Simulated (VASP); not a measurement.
# Ga (C2/m) in VASP: notebook

Ga is run at these levels: PBE; tasks: electric field gradients.

Program: VASP 6.6.1. These are calculated values, not measurements. Logs are shortened: lines on timing, memory, paths and dates and some standing lists are left out, and cuts for length are marked.

**1. The cell of the first run**

It takes space group C2/m (No. 12, monoclinic). The conventional cell has a = 3.932 Å, b = 4.011 Å, c = 2.930 Å, α = 90.00°, β = 130.49°, γ = 90.00°. Ga (site symmetry 2/m) has 12 Ga at 2.81 to 3.01 Å within 3.7 Å.

**2. Electric field gradients, PBE (equal xy, yz and zx shear strains of -2 %)**

Contents of INCAR:

```
ALGO = Normal
EDIFF = 1E-8
ENCUT = 520
GGA = PE
ISIF = 2
ISMEAR = -1
LASPH = T
LCHARG = F
LEFG = T
LREAL = F
LWAVE = F
NBANDS = 12
NELM = 60
PREC = Accurate
SIGMA = 0.05
```

Contents of KPOINTS:

```
k-points
0
Gamma
  14 14 16
```

Contents of POSCAR:

```
Ga
1.0
   -1.4403300000      1.3957500000      2.2290000000
    1.3957500000     -1.4403300000      2.2290000000
    1.4122500000      1.4122500000     -2.2570800000
Ga
1
Direct
    0.0000000000      0.0000000000      0.0000000000
```

Potentials or basis: VASP PAW PBE potentials, release 64 (Ga_d).

On the command line:

```console
> cat potpaw_PBE.64/Ga_d/POTCAR > POTCAR
> mpirun -np 1 vasp_std > vasp.out
```

OUTCAR:

```text
EDIFF = 1E-8
   ENCUT = 520
   GGA = PE
   ISIF = 2
   ISMEAR = -1
   LASPH = T
   LREAL = F
   NELM = 60
   PREC = Accurate

 ion  position               nearest neighbor table
   1  0.000  0.000  0.000-

  Warning from LATTYP: Got some problem with cell dimensions!
  Tried to take original basis but could not verify dimensions!
  LATTYP: Found a base centered monoclinic cell.
 ALAT       =     3.9318016682
 B/A-ratio  =     1.0200979445
 C/A-ratio  =     0.7452137449
 COS(beta)  =    -0.6493249309

  Lattice vectors:

 A1 = (  -2.8080000000,   0.0280800000,   0.0280800000)
 A2 = (   0.0280800000,  -2.8080000000,   0.0280800000)
 A3 = (   1.3676700000,   1.3676700000,   2.2009200000)

Analysis of symmetry for initial positions (statically):
=====================================================================
 Subroutine PRICEL returns:
 Original cell was already a primitive cell.

 Routine SETGRP: Setting up the symmetry group for a
 base centered monoclinic supercell.

 Subroutine GETGRP returns: Found  4 space group operations
 (whereof  4 operations were pure point group operations)
 out of a pool of  4 trial point group operations.

The static configuration has the point symmetry C_2h.

Analysis of symmetry for dynamics (positions and initial velocities):
=====================================================================
 Subroutine PRICEL returns:
 Original cell was already a primitive cell.

 Routine SETGRP: Setting up the symmetry group for a
 base centered monoclinic supercell.

 Subroutine GETGRP returns: Found  4 space group operations
 (whereof  4 operations were pure point group operations)
 out of a pool of  4 trial point group operations.

The dynamic configuration has the point symmetry C_2h.

 Subroutine INISYM returns: Found  4 space group operations
 (whereof  4 operations are pure point group operations),
 and found     1 'primitive' translations

----------------------------------------------------------------------------------------

                                     Primitive cell

  volume of cell :      17.5701

  direct lattice vectors                    reciprocal lattice vectors
    -1.440330000  1.395750000  2.229000000     0.005864227  0.358463590  0.227959115
     1.395750000 -1.440330000  2.229000000     0.358463590  0.005864227  0.227959115
     1.412250000  1.412250000 -2.257080000     0.359795268  0.359795268  0.007195905

  length of vectors
     2.998517896  2.998517896  3.013853057     0.424848081  0.424848081  0.508878228

  position of ions in fractional coordinates (direct lattice)
     0.000000000  0.000000000  0.000000000

  ion indices of the primitive-cell ions
   primitive index   ion index
                 1           1

----------------------------------------------------------------------------------------

 KPOINTS: k-points

Automatic generation of k-mesh.
 Grid dimensions read from file:
 generate k-points for:   14   14   16

 Generating k-lattice:

  Cartesian coordinates                     Fractional coordinates (reciprocal lattice)
     0.000418873  0.025604542  0.016282794     0.071428571  0.000000000  0.000000000
     0.025604542  0.000418873  0.016282794     0.000000000  0.071428571  0.000000000
     0.022487204  0.022487204  0.000449744     0.000000000  0.000000000  0.062500000

  Length of vectors
     0.030346292  0.030346292  0.031804889

  Shift w.r.t. Gamma in fractional coordinates (k-lattice)
     0.000000000  0.000000000  0.000000000

 Subroutine IBZKPT returns following result:
 ===========================================

 Found    849 irreducible k-points:

 Following reciprocal coordinates:
            Coordinates               Weight
  0.000000  0.000000  0.000000      1.000000
  0.071429 -0.000000 -0.000000      4.000000
  0.142857 -0.000000 -0.000000      4.000000
  0.214286 -0.000000 -0.000000      4.000000
  0.285714 -0.000000 -0.000000      4.000000
  0.357143 -0.000000  0.000000      4.000000
[... 16 lines left out ...]
  0.214286  0.142857 -0.000000      4.000000
  0.285714  0.142857 -0.000000      4.000000
 [... further k-points ...]
   k-points           NKPTS =    849   k-points in BZ     NKDIM =    849   number of bands    NBANDS=     12
   number of dos      NEDOS =    301   number of ions     NIONS =      1
   total plane-waves  NPLWV =  13824
   dimension x,y,z NGX =    24 NGY =   24 NGZ =   24
   dimension x,y,z NGXF=    48 NGYF=   48 NGZF=   48
   ions per type =               1
   NGX,Y,Z   is equivalent  to a cutoff of  13.31, 13.31, 13.24 a.u.
   NGXF,Y,Z  is equivalent  to a cutoff of  26.61, 26.61, 26.48 a.u.
 SYSTEM =  unknown system
   PREC   = accura    normal or accurate (medium, high low for compatibility)
   ISTART =      0    job   : 0-new  1-cont  2-samecut
   ICHARG =      2    charge: 1-file 2-atom 10-const
   ISPIN  =      1    spin polarized calculation?
   LNONCOLLINEAR =      F non collinear calculations
   LSORBIT =      F    spin-orbit coupling
   LASPH  =      T    aspherical Exc in radial PAW
   ENCUT  =  520.0 eV  38.22 Ry    6.18 a.u.   5.58  5.58  5.60*2*pi/ulx,y,z
   NELM   =     60;   NELMIN=  2; NELMDL= -5     # of ELM steps
   EDIFF  = 0.1E-07   stopping-criterion for ELM
   LREAL  =      F    real-space projection
   EDIFFG = 0.1E-06   stopping-criterion for IOM
   NSW    =      0    number of steps for IOM
   IBRION =     -1    ionic relax: 0-MD 1-quasi-New 2-CG
   NFREE  =      0    steps in history (QN), initial steepest desc. (CG)
   ISIF   =      2    stress and relaxation
   ISYM   =      2    0-nonsym 1-usesym 2-fastsym
   POTIM  = 0.5000    time-step for ionic-motion
   TEBEG  =    0.0;   TEEND  =   0.0 temperature during run
   PSTRESS=    0.0 pullay stress
   NELECT =      13.0000    total number of electrons
   NUPDOWN=      -1.0000    fix difference up-down
   EMIN   =  10.00;   EMAX   =-10.00  energy-range for DOS
   EFERMI =   0.00;   METHOD = LEGACY
   ISMEAR =    -1;   SIGMA  =   0.05  broadening in eV -4-tet -1-fermi 0-gaus
   EFERMI_NEDOS =   21; number of points for ismear=-14 and -15
   IALGO  =     38    algorithm
   IMIX   =      4    mixing-type and parameters
     AMIX     =   0.40;   BMIX     =  1.00
     AMIX_MAG =   1.60;   BMIX_MAG =  1.00
  volume/ion in A,a.u.               =      17.57       118.57
  Fermi-wavevector in a.u.,A,eV,Ry     =   1.480693  2.798103 29.830102  2.192451
  Thomas-Fermi vector in A             =   2.594695
   LORBIT       =      0    0 simple, 1 ext, 2 COOP (PROOUT), +10 PAW based schemes
   GGA     = PE    functional components
   LHFCALC =     F    Hartree Fock is set to
   AEXX    =    0.0000 exact exchange contribution
   IVDW    =     0    specifies the selected vdW correction
   LEPSILON=     F    determine dielectric tensor
   LRPA    =     F    only Hartree local field effects (RPA)
 non-spin polarized calculation
  energy-cutoff  :      520.00
  volume of cell :       17.57
 maximum number of plane-waves:       485
   NGX = 11   NGY = 11   NGZ = 11

 number of electron      13.0000000 magnetization

 Free energy of the ion-electron system (eV)
  ---------------------------------------------------
  ext. energy  EPLUGINS =         0.00000000
  ---------------------------------------------------
  free energy    TOTEN  =        -2.87165019 eV

  energy without entropy =       -2.86890993  energy(sigma->0) =       -2.87028006

 E-fermi :   6.2703     XC(G=0): -11.3782

 val. band max:        6.2684070185   @ k =   0.5000   0.1429   0.2500
 cond. band min:       6.2792344824   @ k =   0.3571   0.2857   0.1875
 fundamental gap:      0.0108274638
 Fermi energy:         6.2702725671

 k-point     1 :       0.0000    0.0000    0.0000
  band No.  band energies     occupation
      1      -8.8275      2.00000
      2      -8.7084      2.00000
      3      -8.6842      2.00000
      4      -8.6672      2.00000
      5      -8.5311      2.00000
      6      -5.3663      2.00000
      7      18.8808      0.00000
      8      19.2479      0.00000
      9      19.6816      0.00000
     10      22.4846      0.00000
     11      22.7432      0.00000
     12      23.2504      0.00000

 k-point     2 :       0.0714   -0.0000   -0.0000
  band No.  band energies     occupation
      1      -8.8195      2.00000
      2      -8.7033      2.00000
      3      -8.6834      2.00000
      4      -8.6669      2.00000
      5      -8.5352      2.00000
      6      -5.2250      2.00000
      7      17.8934      0.00000
      8      18.4993      0.00000
      9      19.1030      0.00000
     10      21.6524      0.00000
     11      23.0065      0.00000
     12      23.8074      0.00000

 k-point     3 :       0.1429   -0.0000   -0.0000
  band No.  band energies     occupation
      1      -8.8030      2.00000
      2      -8.7072      2.00000
      3      -8.6709      2.00000
      4      -8.6556      2.00000
      5      -8.5450      2.00000
      6      -4.7977      2.00000
      7      14.9219      0.00000
      8      17.5534      0.00000
      9      18.6692      0.00000
     10      21.1740      0.00000
     11      22.5286      0.00000
     12      24.6159      0.00000
[... 286 lines left out ...]
 k-point    23 :       0.2143    0.1429   -0.0000
  band No.  band energies     occupation
      1      -8.7717      2.00000
      2      -8.7211      2.00000
      3      -8.6554      2.00000
      4      -8.6188      2.00000
      5      -8.5422      2.00000
      6      -2.9591      2.00000
      7      10.5041      0.00000
      8      13.0195      0.00000
      9      16.2685      0.00000
     10      21.1877      0.00000
     11      22.2179      0.00000
     12      23.9005      0.00000

 k-point    24 :       0.2857    0.1429   -0.0000
  band No.  band energies     occupation
      1      -8.7726      2.00000
      2      -8.7446      2.00000
      3      -8.6586      2.00000
      4      -8.5777      2.00000
      5      -8.5287      2.00000
      6      -1.7640      2.00000
      7       7.7768      0.00000
      8      12.8579      0.00000
      9      15.3030      0.00000
     10      20.4539      0.00000
     11      21.4524      0.00000
     12      24.5528      0.00000

 [... further k-points ...]
[... 5 lines left out ...]
  --------------------------------------------------------------------------------------
  -------------------------------------------------------------------------------------
  Total        0.5229165      0.5229165      0.4271805      0.0225496      0.0266138      0.0266139
  in kB       47.6836892     47.6836892     38.9537181      2.0562517      2.4268622      2.4268633
  external PRESSURE =      44.7736989 kB  Pullay stress =       0.0000000 kB

 VOLUME and BASIS-vectors are now :
 -----------------------------------------------------------------------------
  energy-cutoff  :      520.00
  volume of cell :       17.57
      direct lattice vectors                 reciprocal lattice vectors
    -1.440330000  1.395750000  2.229000000     0.005864227  0.358463590  0.227959115
     1.395750000 -1.440330000  2.229000000     0.358463590  0.005864227  0.227959115
     1.412250000  1.412250000 -2.257080000     0.359795268  0.359795268  0.007195905

 POSITION                                       TOTAL-FORCE (eV/Angst)
 -----------------------------------------------------------------------------------
      0.00000      0.00000      0.00000         0.000000     -0.000000      0.000000
 -----------------------------------------------------------------------------------
    total drift:                               -0.000000      0.000000     -0.000000

  FREE ENERGIE OF THE ION-ELECTRON SYSTEM (eV)
  ---------------------------------------------------
  free  energy   TOTEN  =        -2.8716501905 eV

  energy  without entropy=       -2.8689099330  energy(sigma->0) =       -2.87028006

 Electric field gradients (V/A^2)
---------------------------------------------------------------------
 ion       V_xx      V_yy      V_zz      V_xy      V_xz      V_yz
---------------------------------------------------------------------
   1     -10.050   -10.050    20.101    -0.735    -2.406    -2.406
---------------------------------------------------------------------

 Electric field gradients after diagonalization (V/A^2)
 (convention: |V_zz| > |V_xx| > |V_yy|)
----------------------------------------------------------------------
 ion       V_xx      V_yy      V_zz     asymmetry (V_yy - V_xx)/ V_zz
----------------------------------------------------------------------
   1     -11.156    -9.315    20.471       0.090
----------------------------------------------------------------------

           NMR quadrupolar parameters

 Cq : quadrupolar parameter    Cq=e*Q*V_zz/h
 eta: asymmetry parameters     (V_yy - V_xx)/ V_zz
 Q  : nuclear electric quadrupole moment in mb (millibarn)
----------------------------------------------------------------------
 ion       Cq(MHz)       eta       Q (mb)
----------------------------------------------------------------------
   1       0.049       0.090       1.000
----------------------------------------------------------------------
```

Run time: 50 s. Hardware: 1 thread of Intel Xeon 6975P-C (Granite Rapids), shared host; peak memory 0.28 GiB.

What came out:

```
Free energy                             : -2.8717 eV
Pressure                                : 4.5 GPa
Band gap on the k mesh                  : zero (an odd number of electrons rules out a gap without spin polarisation)
Largest electric field gradient by atom : Ga +20.5 V/Å²
```

Levels at points of the mesh, in eV from the Fermi level:
```tsv
k point	band 4	band 5	band 6	band 7	band 8	band 9
(0.00, 0.00, 0.00)	-14.94	-14.80	-11.64	12.61	12.98	13.41
(0.50, 0.00, 0.00)	-14.76	-14.72	-4.81	-4.26	8.40	11.76
(0.50, 0.50, 0.00)	-14.76	-14.65	-2.44	-1.58	4.10	5.45
(0.00, 0.00, 0.50)	-14.75	-14.65	-2.14	-1.13	3.97	4.82
(0.50, 0.00, 0.50)	-14.77	-14.73	-5.17	-4.39	9.07	11.98
(0.50, 0.50, 0.50)	-14.73	-14.72	-3.86	-3.71	6.48	6.61
```

Electric field gradients, principal values (V/Å²):
| atom | least | middle | greatest (by size) |
| --- | --- | --- | --- |
| 1 Ga | -9.315 | -11.156 | 20.471 |

Caveat: the cell differs from its parent crystal (equal xy, yz and zx shear strains of -2 %); the cell stands under pressure; without QUAD_EFG the Cq values of the log hold for a quadrupole moment of 1 mb, not for the nuclei.

**3. Electric field gradients, PBE (equal xy, yz and zx shear strains of -1 %)**

Contents of INCAR:

```
SYSTEM = Ga
PREC = Accurate
ENCUT = 520
EDIFF = 1E-8
ISMEAR = -1
SIGMA = 0.05
LREAL = .FALSE.
LASPH = .TRUE.
NELM = 100
ALGO = Normal
ISIF = 2
LWAVE = .FALSE.
LCHARG = .FALSE.
GGA = PE
LEFG = .TRUE.
NBANDS = 12
```

Contents of KPOINTS:

```
Automatic mesh
0
G
  14 14 16
  0 0 0
```

Contents of POSCAR:

```
Ga
1.0
   -1.4221650000      1.3998750000      2.2290000000
    1.3998750000     -1.4221650000      2.2290000000
    1.4081250000      1.4081250000     -2.2430400000
Ga
1
Direct
    0.0000000000      0.0000000000      0.0000000000
```

Potentials or basis: VASP PAW PBE potentials, release 64 (Ga_d).

On the command line:

```console
> cat potpaw_PBE.64/Ga_d/POTCAR > POTCAR
> mpirun -np 1 vasp_std > vasp.out
```

OUTCAR:

```text
SYSTEM = Ga
   PREC = Accurate
   ENCUT = 520
   EDIFF = 1E-8
   ISMEAR = -1
   LREAL = .FALSE.
   LASPH = .TRUE.
   NELM = 100
   ISIF = 2
   GGA = PE

 ion  position               nearest neighbor table
   1  0.000  0.000  0.000-

  Warning from LATTYP: Got some problem with cell dimensions!
  Tried to take original basis but could not verify dimensions!
  LATTYP: Found a base centered monoclinic cell.
 ALAT       =     3.9513559001
 B/A-ratio  =     1.0100247465
 C/A-ratio  =     0.7484908925
 COS(beta)  =    -0.6573258807

[... 570 lines left out ...]
    total drift:                                0.000000      0.000000     -0.000000

  FREE ENERGIE OF THE ION-ELECTRON SYSTEM (eV)
  ---------------------------------------------------
  free  energy   TOTEN  =        -2.8721897145 eV

  energy  without entropy=       -2.8696667640  energy(sigma->0) =       -2.87092824

 Electric field gradients (V/A^2)
---------------------------------------------------------------------
 ion       V_xx      V_yy      V_zz      V_xy      V_xz      V_yz
---------------------------------------------------------------------
   1      -9.990    -9.990    19.981    -0.173    -0.659    -0.659
---------------------------------------------------------------------

 Electric field gradients after diagonalization (V/A^2)
 (convention: |V_zz| > |V_xx| > |V_yy|)
----------------------------------------------------------------------
 ion       V_xx      V_yy      V_zz     asymmetry (V_yy - V_xx)/ V_zz
----------------------------------------------------------------------
   1     -10.192    -9.817    20.010       0.019
----------------------------------------------------------------------

           NMR quadrupolar parameters

 Cq : quadrupolar parameter    Cq=e*Q*V_zz/h
 eta: asymmetry parameters     (V_yy - V_xx)/ V_zz
 Q  : nuclear electric quadrupole moment in mb (millibarn)
----------------------------------------------------------------------
 ion       Cq(MHz)       eta       Q (mb)
----------------------------------------------------------------------
   1       0.048       0.019       1.000
----------------------------------------------------------------------
```

stdout:

```text
POSCAR found type information on POSCAR Ga
 POSCAR found :  1 types and       1 ions
 scaLAPACK will be used
 LDA part: xc-table for (Slater+PW92), standard interpolation
 POSCAR, INCAR and KPOINTS ok, starting setup
 FFT: planning ... GRIDC
 FFT: planning ... GRID_SOFT
 FFT: planning ... GRID
 WAVECAR not read
 entering main loop
ion   1
```

It took 48 s on 1 thread of Intel Xeon 6975P-C (Granite Rapids), shared host; peak memory 0.28 GiB.

What came out:

- Free energy: -2.8722 eV
- Pressure: 4.4 GPa
- Band gap on the k mesh: zero (an odd number of electrons rules out a gap without spin polarisation)
- Largest electric field gradient by atom: Ga +20.0 V/Å²

Electric field gradients, principal values (V/Å²):
| atom | least | middle | greatest (by size) |
| --- | --- | --- | --- |
| 1 Ga | -9.817 | -10.192 | 20.010 |

Caveat: the cell differs from its parent crystal (equal xy, yz and zx shear strains of -1 %); the cell stands under pressure; without QUAD_EFG the Cq values of the log hold for a quadrupole moment of 1 mb, not for the nuclei.

(Part 1 of 2 ends here.)
